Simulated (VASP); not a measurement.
# Hg (C2/m) in VASP: single point with PBE

Aim: the single point of Hg with PBE.

Program: VASP 6.6.1. These are calculated values, not measurements. Logs are shortened: lines on timing, memory, paths and dates and some standing lists are left out, and cuts for length are marked.

## 1. The cell of the first run

The structure is monoclinic, space group C2/m (No. 12). The conventional cell has a = 4.291 Å, b = 3.878 Å, c = 3.142 Å, α = 90.00°, β = 103.05°, γ = 90.00°. Within 3.9 Å of Hg (site symmetry 2/m) lie 12 Hg at 2.89 to 3.90 Å.

## 2. Single point, PBE (strained)

File INCAR:

```
SYSTEM = Hg
PREC = Accurate
ENCUT = 520
EDIFF = 1E-7
ISMEAR = 0
SIGMA = 0.1
LREAL = .False.
LASPH = .True.
NELM = 60
ALGO = Fast
ISIF = 2
LWAVE = .False.
LCHARG = .False.
GGA = PE
NBANDS = 12
```

File KPOINTS:

```
Automatic mesh
0
Gamma
  14 14 14
  0 0 0
```

File POSCAR:

```
Hg
1.0
    2.1411322201     -1.9389417074     -0.1340385764
    2.1411322201      1.9389417074     -0.1340385764
   -0.5166297777      0.0000000000      3.0993910620
Hg
1
Direct
    0.5000000000      0.5000000000      0.5000000000
```

Potentials or basis: VASP PAW PBE potentials, release 64 (Hg).

Launch:

```
cat potpaw_PBE.64/Hg/POTCAR > POTCAR
mpirun -np 1 vasp_std > vasp.out
```

OUTCAR:

```text
SYSTEM = Hg
   PREC = Accurate
   ENCUT = 520
   EDIFF = 1E-7
   ISMEAR = 0
   LREAL = .False.
   LASPH = .True.
   NELM = 60
   ISIF = 2
   GGA = PE

 ion  position               nearest neighbor table
   1  0.500  0.500  0.500-

  LATTYP: Found a base centered monoclinic cell.
 ALAT       =     4.2906472817
 B/A-ratio  =     0.9037991613
 C/A-ratio  =     0.7323263176
 COS(beta)  =    -0.2257268695

  Lattice vectors:

 A1 = (   2.1411322201,  -1.9389417074,  -0.1340385764)
 A2 = (   2.1411322201,   1.9389417074,  -0.1340385764)
 A3 = (  -0.5166297777,   0.0000000000,   3.0993910620)

Analysis of symmetry for initial positions (statically):
=====================================================================
 Subroutine PRICEL returns:
 Original cell was already a primitive cell.

 Routine SETGRP: Setting up the symmetry group for a
 base centered monoclinic supercell.

 Subroutine GETGRP returns: Found  4 space group operations
 (whereof  4 operations were pure point group operations)
 out of a pool of  4 trial point group operations.

The static configuration has the point symmetry C_2h.

Analysis of symmetry for dynamics (positions and initial velocities):
=====================================================================
 Subroutine PRICEL returns:
 Original cell was already a primitive cell.

 Routine SETGRP: Setting up the symmetry group for a
 base centered monoclinic supercell.

 Subroutine GETGRP returns: Found  4 space group operations
 (whereof  4 operations were pure point group operations)
 out of a pool of  4 trial point group operations.

The dynamic configuration has the point symmetry C_2h.

 Subroutine INISYM returns: Found  4 space group operations
 (whereof  4 operations are pure point group operations),
 and found     1 'primitive' translations

----------------------------------------------------------------------------------------

                                     Primitive cell

  volume of cell :      25.4659

  direct lattice vectors                    reciprocal lattice vectors
     2.141132220 -1.938941707 -0.134038576     0.235983783 -0.257872631  0.039335549
     2.141132220  1.938941707 -0.134038576     0.235983783  0.257872631  0.039335549
    -0.516629778  0.000000000  3.099391062     0.020411061  0.000000000  0.326046292

  length of vectors
     2.891696469  2.891696469  3.142153924     0.351758333  0.351758333  0.326684551

  position of ions in fractional coordinates (direct lattice)
     0.500000000  0.500000000  0.500000000

[... 85 lines left out ...]
   PSTRESS=    0.0 pullay stress
   NELECT =      12.0000    total number of electrons
   NUPDOWN=      -1.0000    fix difference up-down
   EMIN   =  10.00;   EMAX   =-10.00  energy-range for DOS
   EFERMI =   0.00;   METHOD = LEGACY
   ISMEAR =     0;   SIGMA  =   0.10  broadening in eV -4-tet -1-fermi 0-gaus
   EFERMI_NEDOS =   21; number of points for ismear=-14 and -15
   IALGO  =     68    algorithm
   IMIX   =      4    mixing-type and parameters
     AMIX     =   0.40;   BMIX     =  1.00
     AMIX_MAG =   1.60;   BMIX_MAG =  1.00
  volume/ion in A,a.u.               =      25.47       171.85
  Fermi-wavevector in a.u.,A,eV,Ry     =   1.273940  2.407397 22.081204  1.622923
  Thomas-Fermi vector in A             =   2.406735
   LORBIT       =      0    0 simple, 1 ext, 2 COOP (PROOUT), +10 PAW based schemes
   GGA     = PE    functional components
   LHFCALC =     F    Hartree Fock is set to
   AEXX    =    0.0000 exact exchange contribution
   IVDW    =     0    specifies the selected vdW correction
   LEPSILON=     F    determine dielectric tensor
   LRPA    =     F    only Hartree local field effects (RPA)
 non-spin polarized calculation
 RMM-DIIS sequential band-by-band and
 Gauss-broadening in eV      SIGMA  =   0.10
  energy-cutoff  :      520.00
  volume of cell :       25.47
 maximum number of plane-waves:       699
 NGX is ok and might be reduce to    24
   NGX = 11   NGY = 11   NGZ = 11

 number of electron      12.0000000 magnetization

 Free energy of the ion-electron system (eV)
  ---------------------------------------------------
  ext. energy  EPLUGINS =         0.00000000
  ---------------------------------------------------
  free energy    TOTEN  =        -0.09837429 eV

  energy without entropy =       -0.09652683  energy(sigma->0) =       -0.09745056

 E-fermi :   2.3604     XC(G=0): -10.3628

 val. band max:        2.3398640939   @ k =  -0.4286   0.5000   0.1429
 cond. band min:       2.3696060239   @ k =   0.4286   0.3571   0.5000
 fundamental gap:      0.0297419300
 Fermi energy:         2.3603733485

 k-point     1 :       0.0000    0.0000    0.0000
  band No.  band energies     occupation
      1      -6.5409      2.00000
      2      -6.0385      2.00000
      3      -5.5693      2.00000
      4      -3.8054      2.00000
      5      -3.7804      2.00000
      6      -3.5610      2.00000
      7      11.2611      0.00000
      8      13.8973      0.00000
      9      13.9706      0.00000
     10      16.0125      0.00000
     11      18.5327      0.00000
     12      19.4209      0.00000
[... 331 lines left out ...]
 k-point    24 :       0.2857    0.1429    0.0000
  band No.  band energies     occupation
      1      -5.4505      2.00000
      2      -5.3297      2.00000
      3      -4.5564      2.00000
      4      -4.1993      2.00000
      5      -3.9090      2.00000
      6      -3.6829      2.00000
      7       6.9733      0.00000
      8      12.4077      0.00000
      9      13.3712      0.00000
     10      17.9059      0.00000
     11      18.8007      0.00000
     12      21.1461      0.00000

 [... further k-points ...]

------------------------ aborting loop because EDIFF is reached ----------------------------------------

  FORCE on cell =-STRESS in cart. coord.  units (eV):
  Direction    XX          YY          ZZ          XY          YZ          ZX
  --------------------------------------------------------------------------------------
  -------------------------------------------------------------------------------------
  Total        1.0965973      1.0036157      0.2546287      0.0000000      0.0000000     -0.0571810
  in kB       68.9920085     63.1421078     16.0198699      0.0000000      0.0000000     -3.5975189
  external PRESSURE =      49.3846621 kB  Pullay stress =       0.0000000 kB

 VOLUME and BASIS-vectors are now :
 -----------------------------------------------------------------------------
  energy-cutoff  :      520.00
  volume of cell :       25.47
      direct lattice vectors                 reciprocal lattice vectors
     2.141132220 -1.938941707 -0.134038576     0.235983783 -0.257872631  0.039335549
     2.141132220  1.938941707 -0.134038576     0.235983783  0.257872631  0.039335549
    -0.516629778  0.000000000  3.099391062     0.020411061  0.000000000  0.326046292

 POSITION                                       TOTAL-FORCE (eV/Angst)
 -----------------------------------------------------------------------------------
      1.88282      0.00000      1.41566         0.000000      0.000000      0.000000
 -----------------------------------------------------------------------------------
    total drift:                               -0.000000     -0.000000     -0.000000

  FREE ENERGIE OF THE ION-ELECTRON SYSTEM (eV)
  ---------------------------------------------------
  free  energy   TOTEN  =        -0.0983742944 eV

  energy  without entropy=       -0.0965268350  energy(sigma->0) =       -0.09745056
```

OSZICAR:

```text
N       E                     dE             d eps       ncg     rms          rms(c)
DAV:   1     0.752329998973E+02    0.75233E+02   -0.64354E+03 18128   0.954E+02
DAV:   2     0.118495254321E+01   -0.74048E+02   -0.70216E+02 19652   0.232E+02
DAV:   3    -0.138043764584E+00   -0.13230E+01   -0.13212E+01 21148   0.344E+01
DAV:   4    -0.139500154151E+00   -0.14564E-02   -0.14564E-02 19464   0.118E+00
DAV:   5    -0.139502567108E+00   -0.24130E-05   -0.24130E-05 21084   0.456E-02    0.389E+00
RMM:   6    -0.101712541374E+00    0.37790E-01   -0.60410E-02 18005   0.241E+00    0.286E+00
RMM:   7    -0.985217946843E-01    0.31907E-02   -0.92292E-03 18890   0.814E-01    0.119E+00
RMM:   8    -0.983451767736E-01    0.17662E-03   -0.12311E-03 19721   0.472E-01    0.647E-02
RMM:   9    -0.983642829997E-01   -0.19106E-04   -0.65751E-05 20418   0.853E-02    0.336E-02
RMM:  10    -0.983746977390E-01   -0.10415E-04   -0.22565E-05 19441   0.620E-02    0.797E-03
RMM:  11    -0.983742745700E-01    0.42317E-06   -0.23142E-06 20635   0.154E-02    0.184E-03
RMM:  12    -0.983742944225E-01   -0.19852E-07   -0.13960E-07 15760   0.469E-03
   1 F= -.98374294E-01 E0= -.97450565E-01  d E =-.184746E-02
```

Wall time 3 min (1 thread of AMD EPYC 7R13, shared host); peak memory 0.29 GiB.

Results:

| Property | Result |
| --- | --- |
| Free energy | -0.0984 eV |
| Pressure | 4.9 GPa |
| Band gap on the k mesh | zero (bands 6 and 7 overlap by 4.88 eV) |

Stress tensor (GPa, compression positive):
```
 6.90  0.00 -0.36
 0.00  6.31  0.00
-0.36  0.00  1.60
```

Caveat: the cell differs from its parent crystal (strained); the cell stands under pressure; spin-orbit coupling is left out, which moves the levels of the heavy elements.
